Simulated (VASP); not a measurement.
Input of a VASP 6.6.1 run:

POSCAR

```
Ta2N
1.0
    3.0733181330      0.0000000000      0.0000000000
   -1.5366590665      2.6615715771      0.0000000000
    0.0000000000      0.0000000000      4.8952848135
Ta N
2 1
Direct
    0.6666666667      0.3333333333      0.7429776906
    0.3333333333      0.6666666667      0.2570223094
    0.0000000000      0.0000000000      0.0000000000
```

INCAR.step1

```
ALGO     = Normal         # electronic algorithm
EDIFF    = 1E-4           # SCF threshold, eV
ENCUT    = 520            # plane-wave cutoff, eV
GGA      = PE             # functional
ISMEAR   = 0              # smearing method
LASPH    = True           # aspherical terms in the spheres
LCHARG   = False          # write CHGCAR
LREAL    = False          # projectors in reciprocal space
LWAVE    = True           # write WAVECAR
NBANDS   = 20             # bands
NELM     = 60             # most SCF steps
PREC     = Accurate       # precision mode
SIGMA    = 0.1            # smearing width, eV
```

File INCAR.step2:

```
ALGO     = Normal         # electronic algorithm
EDIFF    = 1E-7           # SCF threshold, eV
ENCUT    = 520            # plane-wave cutoff, eV
ISIF     = 2              # what is computed and relaxed
ISMEAR   = 0              # smearing method
ISTART   = 1            
LASPH    = True           # aspherical terms in the spheres
LCHARG   = True           # write CHGCAR
LELF     = True           # ELF
LMIXTAU  = True         
LREAL    = False          # projectors in reciprocal space
LVHAR    = True         
LWAVE    = False          # write WAVECAR
METAGGA  = R2SCAN         # meta-GGA
NBANDS   = 20             # bands
NELM     = 60             # most SCF steps
PREC     = Accurate       # precision mode
SIGMA    = 0.1            # smearing width, eV
```

File KPOINTS:

```
k-points
0
Gamma
  18 18 10
```

Potentials or basis: VASP PAW PBE potentials, release 64 (Ta_pv, N).

Launch:

```bash
$ cat potpaw_PBE.64/Ta_pv/POTCAR potpaw_PBE.64/N/POTCAR > POTCAR
$ cp INCAR.step1 INCAR
$ mpirun -np 1 vasp_std > vasp.out
$ cp INCAR.step2 INCAR
$ mpirun -np 1 vasp_std > vasp.out
```

Q: Estimate the band gap on the k mesh.

A: Zero (an odd number of electrons rules out a gap without spin polarisation).

Q: Predict the largest force.

A: 0.074 eV/Å.

Forces on the atoms (eV/Å):
```
Ta   0.000  0.000 -0.074
Ta   0.000  0.000  0.074
N    0.000  0.000  0.000
```

Caveat: the PAW data sets were made with another functional, which shifts forces and pressure a little; spin-orbit coupling is left out, which moves the levels of the heavy elements.
